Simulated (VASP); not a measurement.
# SiO2 (Fddd) in VASP: notebook

Runs on SiO2. Level: LDA. Tasks: single point.

Everything below comes from runs of VASP 6.6.1. Logs are shortened: lines on timing, memory, paths and dates and some standing lists are left out, and cuts for length are marked.

## (1) The cell of the first run

The structure is orthorhombic, space group Fddd (No. 70). Conventional cell: a = 4.445 Å, b = 8.892 Å, c = 14.422 Å, α = 90.00°, β = 90.00°, γ = 90.00°. Si (site symmetry 2) has 4 O at 1.55 to 1.59 Å within 2.1 Å. Within 2.1 Å of O (site symmetry -1) lie 2 Si at 1.55 Å. Within 2.1 Å of O (site symmetry 2) lie 2 Si at 1.59 Å.

## (2) Single point, LDA (11.88 Å³/atom)

Contents of INCAR:

```
PREC = Accurate
ENCUT = 520
EDIFF = 1E-7
ISMEAR = 0
SIGMA = 0.02
LREAL = False
LASPH = True
NELM = 100
ALGO = Normal
ISIF = 2
LWAVE = False
LCHARG = False
GGA = CA
NBANDS = 44
```

Contents of KPOINTS:

```
Automatic mesh
0
Gamma
  6 6 6
```

Contents of POSCAR:

```
SiO2
1.0
    0.0000000000      4.4459155072      7.2110417480
    2.2225982040      0.0000000000      7.2110417480
    2.2225982040      4.4459155072      0.0000000000
Si O
4 8
Direct
    0.5607735486      0.5607735486      0.9392264514
    0.3107735486      0.3107735486      0.6892264514
    0.6892264514      0.6892264514      0.3107735486
    0.9392264514      0.9392264514      0.5607735486
    0.6250000000      0.1250000000      0.6250000000
    0.6250000000      0.6250000000      0.1250000000
    0.6250000000      0.6250000000      0.6250000000
    0.1250000000      0.6250000000      0.6250000000
    0.1688363746      0.8311636254      0.1688363746
    0.8311636254      0.1688363746      0.8311636254
    0.4188363746      0.0811636254      0.4188363746
    0.0811636254      0.4188363746      0.0811636254
```

Potentials or basis: VASP PAW LDA potentials, release 64 (Si, O).

The run is started by

```bash
$ cat potpaw_LDA.64/Si/POTCAR potpaw_LDA.64/O/POTCAR > POTCAR
$ mpirun -np 1 vasp_std > vasp.out
```

OUTCAR:

```text
PREC = Accurate
   ENCUT = 520
   EDIFF = 1E-7
   ISMEAR = 0
   LREAL = False
   LASPH = True
   NELM = 100
   ISIF = 2
   GGA = CA

 ion  position               nearest neighbor table
   1  0.561  0.561  0.939-   6 1.55   7 1.55   9 1.59  10 1.59   4 2.83   4 2.83   3 3.10   3 3.10

   2  0.311  0.311  0.689-   5 1.55   8 1.55  11 1.59  12 1.59   3 2.83   3 2.83   4 3.10   4 3.10

   3  0.689  0.689  0.311-   6 1.55   7 1.55  11 1.59  12 1.59   2 2.83   2 2.83   1 3.10   1 3.10

   4  0.939  0.939  0.561-   5 1.55   8 1.55   9 1.59  10 1.59   1 2.83   1 2.83   2 3.10   2 3.10

   5  0.625  0.125  0.625-   2 1.55   4 1.55
   6  0.625  0.625  0.125-   1 1.55   3 1.55
   7  0.625  0.625  0.625-   1 1.55   3 1.55
   8  0.125  0.625  0.625-   2 1.55   4 1.55
   9  0.169  0.831  0.169-   1 1.59   4 1.59
  10  0.831  0.169  0.831-   1 1.59   4 1.59
  11  0.419  0.081  0.419-   2 1.59   3 1.59
  12  0.081  0.419  0.081-   2 1.59   3 1.59

  LATTYP: Found a face centered orthorhombic cell.
 ALAT       =     4.4451964080
 B/A-ratio  =     2.0003235399
 C/A-ratio  =     3.2444198574

  Lattice vectors:

 A1 = (   0.0000000000,   4.4459155072,   7.2110417480)
 A2 = (   2.2225982040,   0.0000000000,   7.2110417480)
 A3 = (   2.2225982040,   4.4459155072,   0.0000000000)

Analysis of symmetry for initial positions (statically):
=====================================================================
 Subroutine PRICEL returns:
 Original cell was already a primitive cell.

 Routine SETGRP: Setting up the symmetry group for a
 face centered orthorhombic supercell.

 Subroutine GETGRP returns: Found  8 space group operations
 (whereof  4 operations were pure point group operations)
 out of a pool of  8 trial point group operations.

The static configuration has the point symmetry D_2 .
 The point group associated with its full space group is D_2h.

Analysis of symmetry for dynamics (positions and initial velocities):
=====================================================================
 Subroutine PRICEL returns:
 Original cell was already a primitive cell.

 Routine SETGRP: Setting up the symmetry group for a
 face centered orthorhombic supercell.

 Subroutine GETGRP returns: Found  8 space group operations
 (whereof  4 operations were pure point group operations)
 out of a pool of  8 trial point group operations.

The dynamic configuration has the point symmetry D_2 .
 The point group associated with its full space group is D_2h.

 Subroutine INISYM returns: Found  8 space group operations
 (whereof  4 operations are pure point group operations),
 and found     1 'primitive' translations

----------------------------------------------------------------------------------------

                                     Primitive cell

  volume of cell :     142.5116

  direct lattice vectors                    reciprocal lattice vectors
     0.000000000  4.445915507  7.211041748    -0.224961938  0.112462776  0.069338109
     2.222598204  0.000000000  7.211041748     0.224961938 -0.112462776  0.069338109
     2.222598204  4.445915507  0.000000000     0.224961938  0.112462776 -0.069338109

  length of vectors
     8.471439535  7.545797895  4.970523863     0.260889868  0.260889868  0.260889868

  position of ions in fractional coordinates (direct lattice)
     0.560773549  0.560773549  0.939226451
     0.310773549  0.310773549  0.689226451
     0.689226451  0.689226451  0.310773549
     0.939226451  0.939226451  0.560773549
     0.625000000  0.125000000  0.625000000
     0.625000000  0.625000000  0.125000000
     0.625000000  0.625000000  0.625000000
     0.125000000  0.625000000  0.625000000
     0.168836375  0.831163625  0.168836375
     0.831163625  0.168836375  0.831163625
     0.418836375  0.081163625  0.418836375
     0.081163625  0.418836375  0.081163625

  ion indices of the primitive-cell ions
   primitive index   ion index
                 1           1
                 2           2
                 3           3
                 4           4
                 5           5
                 6           6
                 7           7
                 8           8
                 9           9
                10          10
                11          11
                12          12

----------------------------------------------------------------------------------------

 KPOINTS: Automatic mesh

Automatic generation of k-mesh.
 Grid dimensions read from file:
 generate k-points for:    6    6    6

 Generating k-lattice:

  Cartesian coordinates                     Fractional coordinates (reciprocal lattice)
    -0.037493656  0.018743796  0.011556352     0.166666667 -0.000000000 -0.000000000
     0.037493656 -0.018743796  0.011556352    -0.000000000  0.166666667  0.000000000
     0.037493656  0.018743796 -0.011556352     0.000000000  0.000000000  0.166666667

  Length of vectors
     0.043481645  0.043481645  0.043481645

  Shift w.r.t. Gamma in fractional coordinates (k-lattice)
     0.000000000  0.000000000  0.000000000

 Subroutine IBZKPT returns following result:
 ===========================================

 Found     46 irreducible k-points:

 Following reciprocal coordinates:
            Coordinates               Weight
  0.000000  0.000000  0.000000      1.000000
  0.166667  0.000000  0.000000      8.000000
  0.333333  0.000000 -0.000000      8.000000
  0.500000  0.000000  0.000000      4.000000
  0.166667  0.166667  0.000000      2.000000
  0.333333  0.166667 -0.000000      8.000000
[... 16 lines left out ...]
 -0.166667  0.166667  0.166667      8.000000
  0.500000  0.333333  0.166667      4.000000
 [... further k-points ...]
   k-points           NKPTS =     46   k-points in BZ     NKDIM =     46   number of bands    NBANDS=     44
   number of dos      NEDOS =    301   number of ions     NIONS =     12
   total plane-waves  NPLWV = 143360
   dimension x,y,z NGX =    64 NGY =   56 NGZ =   40
   dimension x,y,z NGXF=   128 NGYF=  112 NGZF=   80
   ions per type =               4   8
   NGX,Y,Z   is equivalent  to a cutoff of  12.56, 12.34, 13.38 a.u.
   NGXF,Y,Z  is equivalent  to a cutoff of  25.12, 24.68, 26.76 a.u.
 SYSTEM =  unknown system
   PREC   = accura    normal or accurate (medium, high low for compatibility)
   ISTART =      0    job   : 0-new  1-cont  2-samecut
   ICHARG =      2    charge: 1-file 2-atom 10-const
   ISPIN  =      1    spin polarized calculation?
   LNONCOLLINEAR =      F non collinear calculations
   LSORBIT =      F    spin-orbit coupling
   LASPH  =      T    aspherical Exc in radial PAW
   ENCUT  =  520.0 eV  38.22 Ry    6.18 a.u.  15.75 14.03  9.24*2*pi/ulx,y,z
   NELM   =    100;   NELMIN=  2; NELMDL= -5     # of ELM steps
   EDIFF  = 0.1E-06   stopping-criterion for ELM
   LREAL  =      F    real-space projection
   EDIFFG = 0.1E-05   stopping-criterion for IOM
   NSW    =      0    number of steps for IOM
   IBRION =     -1    ionic relax: 0-MD 1-quasi-New 2-CG
   NFREE  =      0    steps in history (QN), initial steepest desc. (CG)
   ISIF   =      2    stress and relaxation
   ISYM   =      2    0-nonsym 1-usesym 2-fastsym
   POTIM  = 0.5000    time-step for ionic-motion
   TEBEG  =    0.0;   TEEND  =   0.0 temperature during run
   PSTRESS=    0.0 pullay stress
   NELECT =      64.0000    total number of electrons
   NUPDOWN=      -1.0000    fix difference up-down
   EMIN   =  10.00;   EMAX   =-10.00  energy-range for DOS
   EFERMI =   0.00;   METHOD = LEGACY
   ISMEAR =     0;   SIGMA  =   0.02  broadening in eV -4-tet -1-fermi 0-gaus
   EFERMI_NEDOS =   21; number of points for ismear=-14 and -15
   IALGO  =     38    algorithm
   IMIX   =      4    mixing-type and parameters
     AMIX     =   0.40;   BMIX     =  1.00
     AMIX_MAG =   1.60;   BMIX_MAG =  1.00
  volume/ion in A,a.u.               =      11.88        80.14
  Fermi-wavevector in a.u.,A,eV,Ry     =   1.253674  2.369101 21.384271  1.571700
  Thomas-Fermi vector in A             =   2.387516
   LORBIT       =      0    0 simple, 1 ext, 2 COOP (PROOUT), +10 PAW based schemes
   GGA     = CA    functional components
   LHFCALC =     F    Hartree Fock is set to
   AEXX    =    0.0000 exact exchange contribution
   IVDW    =     0    specifies the selected vdW correction
   LEPSILON=     F    determine dielectric tensor
   LRPA    =     F    only Hartree local field effects (RPA)
 non-spin polarized calculation
 Gauss-broadening in eV      SIGMA  =   0.02
  energy-cutoff  :      520.00
  volume of cell :      142.51
 maximum number of plane-waves:      3864
   NGX = 31   NGY = 29   NGZ = 19

 number of electron      64.0000008 magnetization

 Free energy of the ion-electron system (eV)
  ---------------------------------------------------
  ext. energy  EPLUGINS =         0.00000000
  ---------------------------------------------------
  free energy    TOTEN  =      -102.56955573 eV

  energy without entropy =     -102.56955573  energy(sigma->0) =     -102.56955573

 E-fermi :   1.4943     XC(G=0):  -9.9983

 val. band max:        1.4039711601   @ k =   0.0000   0.0000   0.0000
 cond. band min:       7.1220949771   @ k =   0.0000   0.0000   0.0000
 fundamental gap:      5.7181238170
 Fermi energy:         1.4943493631

 k-point     1 :       0.0000    0.0000    0.0000
  band No.  band energies     occupation
      1     -18.3899      2.00000
      2     -17.3245      2.00000
      3     -17.2905      2.00000
      4     -16.0094      2.00000
      5     -15.9266      2.00000
      6     -15.8697      2.00000
[... 36 lines left out ...]
     43      14.0818      0.00000
     44      14.4800      0.00000
[... 1040 lines left out ...]
      4     -16.1847      2.00000
      5     -16.0087      2.00000
      6     -15.9539      2.00000
[... 36 lines left out ...]
     43      14.3859      0.00000
     44      14.3892      0.00000

 [... further k-points ...]

------------------------ aborting loop because EDIFF is reached ----------------------------------------

  FORCE on cell =-STRESS in cart. coord.  units (eV):
  Direction    XX          YY          ZZ          XY          YZ          ZX
  --------------------------------------------------------------------------------------
  -------------------------------------------------------------------------------------
  Total       16.9760704     16.7274982     16.9679677      0.0000000      0.0000000      0.0000000
  in kB      190.8523805    188.0578231    190.7612857      0.0000000      0.0000000      0.0000000
  external PRESSURE =     189.8904964 kB  Pullay stress =       0.0000000 kB

 VOLUME and BASIS-vectors are now :
 -----------------------------------------------------------------------------
  energy-cutoff  :      520.00
  volume of cell :      142.51
      direct lattice vectors                 reciprocal lattice vectors
     0.000000000  4.445915507  7.211041748    -0.224961938  0.112462776  0.069338109
     2.222598204  0.000000000  7.211041748     0.224961938 -0.112462776  0.069338109
     2.222598204  4.445915507  0.000000000     0.224961938  0.112462776 -0.069338109

 POSITION                                       TOTAL-FORCE (eV/Angst)
 -----------------------------------------------------------------------------------
      3.33390      6.66887      8.08752        -0.000000      0.000000      0.054541
      2.22260      4.44592      4.48200        -0.000000      0.000000      0.054541
      2.22260      4.44592      9.94008        -0.000000      0.000000     -0.054541
      3.33390      6.66887     13.54560        -0.000000      0.000000     -0.054541
      1.66695      5.55739      5.40828        -0.000000      0.000000     -0.000000
      1.66695      3.33444      9.01380         0.000000      0.000000     -0.000000
      2.77825      5.55739      9.01380        -0.000000      0.000000     -0.000000
      2.77825      3.33444      5.40828        -0.000000      0.000000     -0.000000
      2.22260      1.50126      7.21104        -0.000000     -0.054125     -0.000000
      2.22260      7.39057      7.21104        -0.000000      0.054125     -0.000000
      1.11130      3.72422      3.60552        -0.000000     -0.054125      0.000000
      1.11130      0.72169      3.60552        -0.000000      0.054125      0.000000
 -----------------------------------------------------------------------------------
    total drift:                                0.000000      0.000000      0.000000

  FREE ENERGIE OF THE ION-ELECTRON SYSTEM (eV)
  ---------------------------------------------------
  free  energy   TOTEN  =      -102.5695557265 eV

  energy  without entropy=     -102.5695557265  energy(sigma->0) =     -102.56955573
```

Wall time 11 min (1 thread of Oxide Virtual Turin-like, shared host); peak memory 0.37 GiB.

What came out:

```yaml
Free_energy: -102.5696 eV
Pressure: 19.0 GPa
Largest_force: 0.055 eV/Å
Band_gap_on_the_k_mesh: 5.72 eV
```

Forces in eV/Å, atoms in the order of the input:
```
Si   0.000  0.000  0.055
Si   0.000  0.000  0.055
Si   0.000  0.000 -0.055
Si   0.000  0.000 -0.055
O    0.000  0.000  0.000
O    0.000  0.000  0.000
O    0.000  0.000  0.000
O    0.000  0.000  0.000
O    0.000 -0.054  0.000
O    0.000  0.054  0.000
O    0.000 -0.054  0.000
O    0.000  0.054  0.000
```

Stress tensor (GPa, compression positive):
```
19.09  0.00  0.00
 0.00 18.81  0.00
 0.00  0.00 19.08
```

Caveat: the cell stands under pressure. A k mesh can miss the band edges.

(Continued in part 2 of 3.)
